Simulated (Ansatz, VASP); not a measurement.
# PtSe2 in VASP and in Ansatz

```
Pt Se
1.0
     3.75153    0.00000    0.00000
    -1.87576    3.24892    0.00000
     0.00000    0.00000    6.52194
Pt Se
1 2
Direct
  0.00000 0.00000 0.00000
  0.33333 0.66667 0.20036
  0.66667 0.33333 0.79964
```

Alike in both runs: task single point; functional PBE; k mesh 11 × 11 × 7; occupations fermi-dirac, width 0.05 eV; no spin polarisation.

```csv
,VASP,Ansatz
version,VASP 6.6.1,Ansatz 0.2.0
potentials or method,"VASP PAW PBE potentials, release 64 (Pt, Se)",scalar-relativistic
plane-wave cutoff (eV),520,1170
valence electrons in the cell,22,50
```

```csv
,VASP,Ansatz,Ansatz less VASP
pressure (GPa),0.0,0.0,+0.07
"traceless stress, the component that is largest in VASP (GPa)",0.01,-0.06,-0.068
```

VASP's potentials hold 22 valence electrons a cell and Ansatz's 50, so a difference there can come from the potentials and not from the codes.

Spin-orbit coupling is off throughout.
